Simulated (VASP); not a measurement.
# Ca (Pm-3m) in VASP: relaxation of cell and atoms with PBE

Aim: the relaxation of cell and atoms of Ca with PBE.

All numbers are computed with VASP 6.6.1; they aren't measurements. Logs are shortened: lines on timing, memory, paths and dates and some standing lists are left out, and cuts for length are marked.

## (1) The cell of the first run

It takes space group Pm-3m (No. 221, cubic). Conventional cell: a = 3.220 Å, b = 3.220 Å, c = 3.220 Å, α = 90.00°, β = 90.00°, γ = 90.00°. Ca (site symmetry m-3m) has 6 Ca at 3.22 Å within 4.2 Å.

This isn't the form of Ca at room conditions, which is fcc.

## (2) Relaxation of cell and atoms, PBE

File INCAR:

```
ALGO = Normal
EDIFF = 1E-6
EDIFFG = -0.005
ENCUT = 600
GGA = PE
IBRION = 2
ISIF = 3
ISMEAR = -1
LASPH = True
LCHARG = False
LREAL = False
LWAVE = False
NELM = 60
NSW = 100
PREC = Accurate
SIGMA = 0.05
```

File KPOINTS:

```
k-points
0
Gamma
  13 13 13
```

File POSCAR:

```
Ca
1.0
    3.2195088072      0.0000000000      0.0000000000
    0.0000000000      3.2195088072      0.0000000000
    0.0000000000      0.0000000000      3.2195088072
Ca
1
Direct
    0.0000000000      0.0000000000      0.0000000000
```

Potentials or basis: VASP PAW PBE potentials, release 64 (Ca_sv).

Run with:

```console
$ cat potpaw_PBE.64/Ca_sv/POTCAR > POTCAR
$ mpirun -np 1 vasp_std > vasp.out
```

OUTCAR:

```text
EDIFF = 1E-6
   EDIFFG = -0.005
   ENCUT = 600
   GGA = PE
   IBRION = 2
   ISIF = 3
   ISMEAR = -1
   LASPH = True
   LREAL = False
   NELM = 60
   NSW = 100
   PREC = Accurate

 ion  position               nearest neighbor table
   1  0.000  0.000  0.000-

  LATTYP: Found a simple cubic cell.
 ALAT       =     3.2195088072

  Lattice vectors:

 A1 = (   3.2195088072,   0.0000000000,   0.0000000000)
 A2 = (   0.0000000000,   3.2195088072,   0.0000000000)
 A3 = (   0.0000000000,   0.0000000000,   3.2195088072)

Analysis of symmetry for initial positions (statically):
=====================================================================
 Subroutine PRICEL returns:
 Original cell was already a primitive cell.

 Routine SETGRP: Setting up the symmetry group for a
 simple cubic supercell.

 Subroutine GETGRP returns: Found 48 space group operations
 (whereof 48 operations were pure point group operations)
 out of a pool of 48 trial point group operations.

The static configuration has the point symmetry O_h .

Analysis of symmetry for dynamics (positions and initial velocities):
=====================================================================
 Subroutine PRICEL returns:
 Original cell was already a primitive cell.

 Routine SETGRP: Setting up the symmetry group for a
 simple cubic supercell.

 Subroutine GETGRP returns: Found 48 space group operations
 (whereof 48 operations were pure point group operations)
 out of a pool of 48 trial point group operations.

The dynamic configuration has the point symmetry O_h .

 Subroutine INISYM returns: Found 48 space group operations
 (whereof 48 operations are pure point group operations),
 and found     1 'primitive' translations

----------------------------------------------------------------------------------------

                                     Primitive cell

  volume of cell :      33.3710

  direct lattice vectors                    reciprocal lattice vectors
     3.219508807  0.000000000  0.000000000     0.310606387  0.000000000  0.000000000
     0.000000000  3.219508807  0.000000000     0.000000000  0.310606387  0.000000000
     0.000000000  0.000000000  3.219508807     0.000000000  0.000000000  0.310606387

  length of vectors
     3.219508807  3.219508807  3.219508807     0.310606387  0.310606387  0.310606387

  position of ions in fractional coordinates (direct lattice)
     0.000000000  0.000000000  0.000000000

  ion indices of the primitive-cell ions
   primitive index   ion index
                 1           1

----------------------------------------------------------------------------------------

 KPOINTS: k-points

Automatic generation of k-mesh.
 Grid dimensions read from file:
 generate k-points for:   13   13   13

 Generating k-lattice:

  Cartesian coordinates                     Fractional coordinates (reciprocal lattice)
     0.023892799  0.000000000  0.000000000     0.076923077  0.000000000  0.000000000
     0.000000000  0.023892799  0.000000000     0.000000000  0.076923077  0.000000000
     0.000000000  0.000000000  0.023892799     0.000000000  0.000000000  0.076923077

  Length of vectors
     0.023892799  0.023892799  0.023892799

  Shift w.r.t. Gamma in fractional coordinates (k-lattice)
     0.000000000  0.000000000  0.000000000

 Subroutine IBZKPT returns following result:
 ===========================================

 Found     84 irreducible k-points:

 Following reciprocal coordinates:
            Coordinates               Weight
  0.000000  0.000000  0.000000      1.000000
  0.076923  0.000000  0.000000      6.000000
  0.153846  0.000000  0.000000      6.000000
  0.230769  0.000000  0.000000      6.000000
  0.307692  0.000000  0.000000      6.000000
  0.384615  0.000000  0.000000      6.000000
[... 16 lines left out ...]
  0.307692  0.307692  0.000000     12.000000
  0.384615  0.307692  0.000000     24.000000
 [... further k-points ...]
   k-points           NKPTS =     84   k-points in BZ     NKDIM =     84   number of bands    NBANDS=      9
   number of dos      NEDOS =    301   number of ions     NIONS =      1
   total plane-waves  NPLWV =  21952
   dimension x,y,z NGX =    28 NGY =   28 NGZ =   28
   dimension x,y,z NGXF=    56 NGYF=   56 NGZF=   56
   ions per type =               1
   NGX,Y,Z   is equivalent  to a cutoff of  14.46, 14.46, 14.46 a.u.
   NGXF,Y,Z  is equivalent  to a cutoff of  28.92, 28.92, 28.92 a.u.
 SYSTEM =  unknown system
   PREC   = accura    normal or accurate (medium, high low for compatibility)
   ISTART =      0    job   : 0-new  1-cont  2-samecut
   ICHARG =      2    charge: 1-file 2-atom 10-const
   ISPIN  =      1    spin polarized calculation?
   LNONCOLLINEAR =      F non collinear calculations
   LSORBIT =      F    spin-orbit coupling
   LASPH  =      T    aspherical Exc in radial PAW
   ENCUT  =  600.0 eV  44.10 Ry    6.64 a.u.   6.43  6.43  6.43*2*pi/ulx,y,z
   NELM   =     60;   NELMIN=  2; NELMDL= -5     # of ELM steps
   EDIFF  = 0.1E-05   stopping-criterion for ELM
   LREAL  =      F    real-space projection
   EDIFFG = -.5E-02   stopping-criterion for IOM
   NSW    =    100    number of steps for IOM
   IBRION =      2    ionic relax: 0-MD 1-quasi-New 2-CG
   NFREE  =      1    steps in history (QN), initial steepest desc. (CG)
   ISIF   =      3    stress and relaxation
   ISYM   =      2    0-nonsym 1-usesym 2-fastsym
   POTIM  = 0.5000    time-step for ionic-motion
   TEBEG  =    0.0;   TEEND  =   0.0 temperature during run
   PSTRESS=    0.0 pullay stress
   NELECT =      10.0000    total number of electrons
   NUPDOWN=      -1.0000    fix difference up-down
   EMIN   =  10.00;   EMAX   =-10.00  energy-range for DOS
   EFERMI =   0.00;   METHOD = LEGACY
   ISMEAR =    -1;   SIGMA  =   0.05  broadening in eV -4-tet -1-fermi 0-gaus
   EFERMI_NEDOS =   21; number of points for ismear=-14 and -15
   IALGO  =     38    algorithm
   IMIX   =      4    mixing-type and parameters
     AMIX     =   0.40;   BMIX     =  1.00
     AMIX_MAG =   1.60;   BMIX_MAG =  1.00
  volume/ion in A,a.u.               =      33.37       225.20
  Fermi-wavevector in a.u.,A,eV,Ry     =   1.095516  2.070224 16.329091  1.200154
  Thomas-Fermi vector in A             =   2.231841
   LORBIT       =      0    0 simple, 1 ext, 2 COOP (PROOUT), +10 PAW based schemes
   GGA     = PE    functional components
   LHFCALC =     F    Hartree Fock is set to
   AEXX    =    0.0000 exact exchange contribution
   IVDW    =     0    specifies the selected vdW correction
   LEPSILON=     F    determine dielectric tensor
   LRPA    =     F    only Hartree local field effects (RPA)
 conjugate gradient relaxation of ions
 non-spin polarized calculation
  energy-cutoff  :      600.00
  volume of cell :       33.37
 maximum number of plane-waves:      1141
 NGX is ok and might be reduce to    28
   NGX = 13   NGY = 13   NGZ = 13

--------------------------------------- Ionic step        1  -------------------------------------------

 number of electron      10.0000002 magnetization

 Free energy of the ion-electron system (eV)
  ---------------------------------------------------
  ext. energy  EPLUGINS =         0.00000000
  ---------------------------------------------------
  free energy    TOTEN  =        -1.41912840 eV

  energy without entropy =       -1.41234523  energy(sigma->0) =       -1.41573682

------------------------ aborting loop because EDIFF is reached ----------------------------------------

  FORCE on cell =-STRESS in cart. coord.  units (eV):
  Direction    XX          YY          ZZ          XY          YZ          ZX
  --------------------------------------------------------------------------------------
  -------------------------------------------------------------------------------------
  Total        0.9327215      0.9327215      0.9327215      0.0000000      0.0000000     -0.0000000
  in kB       44.7809935     44.7809935     44.7809935      0.0000000      0.0000000     -0.0000000
  external PRESSURE =      44.7809935 kB  Pullay stress =       0.0000000 kB
[... 195 lines left out ...]
  energy  without entropy=       -1.5316835010  energy(sigma->0) =       -1.53568189

--------------------------------------- Ionic step        7  -------------------------------------------

 number of electron       9.9999997 magnetization

 Free energy of the ion-electron system (eV)
  ---------------------------------------------------
  ext. energy  EPLUGINS =         0.00000000
  ---------------------------------------------------
  free energy    TOTEN  =        -1.53968369 eV

  energy without entropy =       -1.53168826  energy(sigma->0) =       -1.53568598

 E-fermi :   1.7242     XC(G=0):  -7.6094

 val. band max:        1.6951609473   @ k =   0.4615   0.3846   0.2308
 cond. band min:       1.7330053823   @ k =   0.3846   0.3846   0.3077
 fundamental gap:      0.0378444350
 Fermi energy:         1.7241884016

 k-point     1 :       0.0000    0.0000    0.0000
  band No.  band energies     occupation
      1     -40.4973      2.00000
      2     -21.3885      2.00000
      3     -21.3885      2.00000
      4     -21.3885      2.00000
      5      -2.0887      2.00000
      6       2.5672      0.00000
      7       2.5672      0.00000
      8       5.7828      0.00000
      9       5.7828      0.00000
[... 265 lines left out ...]
 k-point    24 :       0.3846    0.3077    0.0000
  band No.  band energies     occupation
      1     -40.4704      2.00000
      2     -21.5507      2.00000
      3     -21.5073      2.00000
      4     -21.3619      2.00000
      5       0.7472      2.00000
      6       2.3009      0.00002
      7       3.5484      0.00000
      8       4.0995      0.00000
      9       4.8744      0.00000

 [... further k-points ...]

------------------------ aborting loop because EDIFF is reached ----------------------------------------

  FORCE on cell =-STRESS in cart. coord.  units (eV):
  Direction    XX          YY          ZZ          XY          YZ          ZX
  --------------------------------------------------------------------------------------
  -------------------------------------------------------------------------------------
  Total        0.0007455      0.0007455      0.0007455      0.0000000      0.0000000     -0.0000000
  in kB        0.0273661      0.0273661      0.0273661      0.0000000      0.0000000     -0.0000000
  external PRESSURE =       0.0273661 kB  Pullay stress =       0.0000000 kB
[... 16 lines left out ...]
  FREE ENERGIE OF THE ION-ELECTRON SYSTEM (eV)
  ---------------------------------------------------
  free  energy   TOTEN  =        -1.5396836872 eV

  energy  without entropy=       -1.5316882638  energy(sigma->0) =       -1.53568598

 reached required accuracy - stopping structural energy minimisation
```

Wall time 3 min (1 thread of AMD EPYC 7R13, shared host); peak memory 0.15 GiB.

Results:

```
Free energy                           : -1.5397 eV
Relaxed volume                        : 43.64 Å³/atom
Relaxed cell                          : a = 3.521 Å, b = 3.521 Å, c = 3.521 Å, α = 90.00°, β = 90.00°, γ = 90.00°
Space group after relaxing (to 0.1 Å) : Pm-3m (No. 221)
Energy gained by relaxing             : 120.6 meV/atom
Ionic steps                           : 7
Pressure after relaxing               : 0.0 GPa
Band gap on the k mesh                : zero (bands 5 and 6 overlap by 0.98 eV)
```

The path:
```tsv
step	energy change (eV)	largest force (eV/Å)	pressure (GPa)	volume (Å³)
1	0.0000	0.0000	4.48	33.37
2	-0.0909	0.0000	1.87	38.08
3	-0.1199	0.0000	0.24	42.76
4	-0.1205	0.0000	0.02	43.58
5	-0.1205	0.0000	-0.03	43.80
6	-0.1206	0.0000	-0.02	43.73
7	-0.1206	0.0000	0.00	43.64
```

Final structure:
```yaml
crystal:
  lattice:
    - [3.52080, 0.00000, 0.00000]
    - [0.00000, 3.52080, 0.00000]
    - [0.00000, 0.00000, 3.52080]
  atoms:
    - { symbol: Ca, position: [0.00000, 0.00000, 0.00000] }
```

Caveat: the volume moved by over 15 % at a fixed basis, so the end points are rough.

The gap in the log of VASP goes by the Fermi energy; the results here count the filled bands.